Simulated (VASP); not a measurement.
# Sb (Fd-3m) in VASP: notebook

Runs on Sb. Level: PBEsol. Tasks: single point, relaxation of cell and atoms.

Program: VASP 6.6.1. These are calculated values, not measurements. Logs are shortened: lines on timing, memory, paths and dates and some standing lists are left out, and cuts for length are marked.

## 1. The cell of the first run

The structure is cubic, space group Fd-3m (No. 227). Conventional cell: a = 6.868 Å, b = 6.868 Å, c = 6.868 Å, α = 90.00°, β = 90.00°, γ = 90.00°. Within 3.9 Å of Sb (site symmetry -43m) lie 4 Sb at 2.97 Å.

This isn't the form of Sb at room conditions, which is rhombohedral.

## 2. Single point, PBEsol

File INCAR:

```
SYSTEM = Sb
PREC     = Accurate       ! precision mode
ENCUT    = 520            ! plane-wave cutoff, eV
EDIFF    = 1E-6           ! SCF threshold, eV
ISMEAR   = -1             ! smearing method
SIGMA    = 0.1            ! smearing width, eV
LREAL    = .FALSE.        ! projectors in reciprocal space
LASPH    = .TRUE.         ! aspherical terms in the spheres
NELM     = 80             ! most SCF steps
ALGO     = Normal         ! electronic algorithm
ISIF     = 2              ! what is computed and relaxed
LWAVE    = .FALSE.        ! write WAVECAR
LCHARG   = .FALSE.        ! write CHGCAR
GGA      = PS             ! functional
NBANDS   = 12             ! bands
```

File KPOINTS:

```
Automatic mesh
0
G
  11 11 11
  0 0 0
```

File POSCAR:

```
Sb
1.0
    0.0000000000      3.4337563098      3.4337563098
    3.4337563098      0.0000000000      3.4337563098
    3.4337563098      3.4337563098      0.0000000000
Sb
2
Direct
    0.0000000000      0.0000000000      0.0000000000
    0.2500000000      0.2500000000      0.2500000000
```

Potentials or basis: VASP PAW PBE potentials, release 64 (Sb).

Run with:

```
$ cat potpaw_PBE.64/Sb/POTCAR > POTCAR
$ mpirun -np 1 vasp_std > vasp.out
```

OUTCAR:

```text
SYSTEM = Sb
   PREC = Accurate
   ENCUT = 520
   EDIFF = 1E-6
   ISMEAR = -1
   LREAL = .FALSE.
   LASPH = .TRUE.
   NELM = 80
   ISIF = 2
   GGA = PS

 ion  position               nearest neighbor table
   1  0.000  0.000  0.000-   2 2.97   2 2.97   2 2.97   2 2.97
   2  0.250  0.250  0.250-   1 2.97   1 2.97   1 2.97   1 2.97

  LATTYP: Found a face centered cubic cell.
 ALAT       =     6.8675126196

  Lattice vectors:

 A1 = (   0.0000000000,   3.4337563098,   3.4337563098)
 A2 = (   3.4337563098,   0.0000000000,   3.4337563098)
 A3 = (   3.4337563098,   3.4337563098,   0.0000000000)

Analysis of symmetry for initial positions (statically):
=====================================================================
 Subroutine PRICEL returns:
 Original cell was already a primitive cell.

 Routine SETGRP: Setting up the symmetry group for a
 face centered cubic supercell.

 Subroutine GETGRP returns: Found 48 space group operations
 (whereof 24 operations were pure point group operations)
 out of a pool of 48 trial point group operations.

The static configuration has the point symmetry T_d .
 The point group associated with its full space group is O_h .

Analysis of symmetry for dynamics (positions and initial velocities):
=====================================================================
 Subroutine PRICEL returns:
 Original cell was already a primitive cell.

 Routine SETGRP: Setting up the symmetry group for a
 face centered cubic supercell.

 Subroutine GETGRP returns: Found 48 space group operations
 (whereof 24 operations were pure point group operations)
 out of a pool of 48 trial point group operations.

The dynamic configuration has the point symmetry T_d .
 The point group associated with its full space group is O_h .

 Subroutine INISYM returns: Found 48 space group operations
 (whereof 24 operations are pure point group operations),
 and found     1 'primitive' translations

----------------------------------------------------------------------------------------

                                     Primitive cell

  volume of cell :      80.9727

  direct lattice vectors                    reciprocal lattice vectors
     0.000000000  3.433756310  3.433756310    -0.145613129  0.145613129  0.145613129
     3.433756310  0.000000000  3.433756310     0.145613129 -0.145613129  0.145613129
     3.433756310  3.433756310  0.000000000     0.145613129  0.145613129 -0.145613129

  length of vectors
[... 92 lines left out ...]
   PSTRESS=    0.0 pullay stress
   NELECT =      10.0000    total number of electrons
   NUPDOWN=      -1.0000    fix difference up-down
   EMIN   =  10.00;   EMAX   =-10.00  energy-range for DOS
   EFERMI =   0.00;   METHOD = LEGACY
   ISMEAR =    -1;   SIGMA  =   0.10  broadening in eV -4-tet -1-fermi 0-gaus
   EFERMI_NEDOS =   21; number of points for ismear=-14 and -15
   IALGO  =     38    algorithm
   IMIX   =      4    mixing-type and parameters
     AMIX     =   0.40;   BMIX     =  1.00
     AMIX_MAG =   1.60;   BMIX_MAG =  1.00
  volume/ion in A,a.u.               =      40.49       273.22
  Fermi-wavevector in a.u.,A,eV,Ry     =   0.815259  1.540615  9.043065  0.664647
  Thomas-Fermi vector in A             =   1.925314
   LORBIT       =      0    0 simple, 1 ext, 2 COOP (PROOUT), +10 PAW based schemes
   GGA     = PS    functional components
   LHFCALC =     F    Hartree Fock is set to
   AEXX    =    0.0000 exact exchange contribution
   IVDW    =     0    specifies the selected vdW correction
   LEPSILON=     F    determine dielectric tensor
   LRPA    =     F    only Hartree local field effects (RPA)
 non-spin polarized calculation
  energy-cutoff  :      520.00
  volume of cell :       80.97
 maximum number of plane-waves:      2199
   NGX = 19   NGY = 19   NGZ = 19

 number of electron      10.0000000 magnetization

 number of electron       9.9999999 magnetization

 Free energy of the ion-electron system (eV)
  ---------------------------------------------------
  ext. energy  EPLUGINS =         0.00000000
  ---------------------------------------------------
  free energy    TOTEN  =        -8.35088876 eV

  energy without entropy =       -8.31252810  energy(sigma->0) =       -8.33170843

 E-fermi :   4.1662     XC(G=0):  -8.2427

 val. band max:        4.1083161674   @ k =   0.1818   0.1818   0.0000
 cond. band min:       4.1671698592   @ k =   0.2727   0.1818   0.0000
 fundamental gap:      0.0588536919
 Fermi energy:         4.1662332354

 k-point     1 :       0.0000    0.0000    0.0000
  band No.  band energies     occupation
      1      -7.5505      2.00000
      2      -0.9655      2.00000
      3       2.3643      2.00000
      4       2.3643      2.00000
      5       2.3643      2.00000
      6       4.6958      0.00997
      7       4.6958      0.00997
      8       4.6958      0.00997
      9       8.0059      0.00000
     10      10.5731      0.00000
     11      10.5731      0.00000
     12      11.6804      0.00000
[... 331 lines left out ...]
 k-point    24 :      -0.1818    0.1818    0.0000
  band No.  band energies     occupation
      1      -6.9420      2.00000
      2      -2.8854      2.00000
      3       0.9092      2.00000
      4       1.8813      2.00000
      5       3.0706      1.99997
      6       5.4347      0.00001
      7       5.4592      0.00000
      8       6.3889      0.00000
      9       9.3192      0.00000
     10      10.0204      0.00000
     11      10.2678      0.00000
     12      12.3568      0.00000

 [... further k-points ...]

------------------------ aborting loop because EDIFF is reached ----------------------------------------

  FORCE on cell =-STRESS in cart. coord.  units (eV):
  Direction    XX          YY          ZZ          XY          YZ          ZX
  --------------------------------------------------------------------------------------
  -------------------------------------------------------------------------------------
  Total        0.0440837      0.0440837      0.0440837      0.0000000     -0.0000000      0.0000000
  in kB        0.8722693      0.8722693      0.8722693      0.0000000     -0.0000000      0.0000000
  external PRESSURE =       0.8722693 kB  Pullay stress =       0.0000000 kB

 VOLUME and BASIS-vectors are now :
 -----------------------------------------------------------------------------
  energy-cutoff  :      520.00
  volume of cell :       80.97
      direct lattice vectors                 reciprocal lattice vectors
     0.000000000  3.433756310  3.433756310    -0.145613129  0.145613129  0.145613129
     3.433756310  0.000000000  3.433756310     0.145613129 -0.145613129  0.145613129
     3.433756310  3.433756310  0.000000000     0.145613129  0.145613129 -0.145613129

 POSITION                                       TOTAL-FORCE (eV/Angst)
 -----------------------------------------------------------------------------------
      0.00000      0.00000      0.00000         0.000000     -0.000000     -0.000000
      1.71688      1.71688      1.71688        -0.000000      0.000000      0.000000
 -----------------------------------------------------------------------------------
    total drift:                                0.000000      0.000000     -0.000000

  FREE ENERGIE OF THE ION-ELECTRON SYSTEM (eV)
  ---------------------------------------------------
  free  energy   TOTEN  =        -8.3508887587 eV

  energy  without entropy=       -8.3125280991  energy(sigma->0) =       -8.33170843
```

OSZICAR:

```text
N       E                     dE             d eps       ncg     rms          rms(c)
DAV:   1     0.284669385333E+02    0.28467E+02   -0.33104E+03  1344   0.612E+02
DAV:   2    -0.650343010437E+01   -0.34970E+02   -0.33820E+02  1692   0.101E+02
DAV:   3    -0.836326957542E+01   -0.18598E+01   -0.18482E+01  1704   0.241E+01
DAV:   4    -0.838407804657E+01   -0.20808E-01   -0.20806E-01  1504   0.309E+00
DAV:   5    -0.838445858801E+01   -0.38054E-03   -0.38054E-03  1668   0.458E-01    0.258E+00
DAV:   6    -0.836245437125E+01    0.22004E-01   -0.87775E-03  1460   0.443E-01    0.154E+00
DAV:   7    -0.835079274518E+01    0.11662E-01   -0.19123E-02  1456   0.657E-01    0.558E-02
DAV:   8    -0.835087576243E+01   -0.83017E-04   -0.72651E-04  1424   0.164E-01    0.227E-02
DAV:   9    -0.835088681796E+01   -0.11056E-04   -0.19668E-05  1648   0.299E-02    0.658E-03
DAV:  10    -0.835088829000E+01   -0.14720E-05   -0.24114E-06  1464   0.857E-03    0.531E-03
DAV:  11    -0.835088875870E+01   -0.46870E-06   -0.47981E-07  1056   0.370E-03
   1 F= -.83508888E+01 E0= -.83317084E+01  d E =-.383607E-01
```

stdout:

```text
POSCAR found type information on POSCAR Sb
 POSCAR found :  1 types and       2 ions
 scaLAPACK will be used
 -----------------------------------------------------------------------------
|                                                                             |
|                                                                             |
|     You enforced a specific xc type in the INCAR file but a different       |
|     I HOPE YOU KNOW WHAT YOU ARE DOING!                                     |
|                                                                             |
 -----------------------------------------------------------------------------

 LDA part: xc-table for (Slater+PW92), standard interpolation
 POSCAR, INCAR and KPOINTS ok, starting setup
 FFT: planning ... GRIDC
 FFT: planning ... GRID_SOFT
 FFT: planning ... GRID
 WAVECAR not read
 entering main loop
```

Run time: 19 s. Hardware: 1 thread of Intel Xeon 6975P-C (Granite Rapids), shared host; peak memory 0.22 GiB.

What came out:

```yaml
Free_energy: -8.3509 eV
Pressure: 0.1 GPa
Band_gap_on_the_k_mesh: zero (bands 5 and 6 overlap by 0.88 eV)
```

Levels at points of the mesh, in eV from the Fermi level:
```csv
k point,band 1,band 2,band 3,band 4,band 5,band 6,band 7,band 8,band 9,band 10
"(0.00, 0.00, 0.00)",-11.72,-5.13,-1.80,-1.80,-1.80,0.53,0.53,0.53,3.84,6.41
```

Caveat: the PAW data sets were made with another functional, which shifts forces and pressure a little; spin-orbit coupling is left out, which moves the levels of the heavy elements.

[end of part 1 of 2]
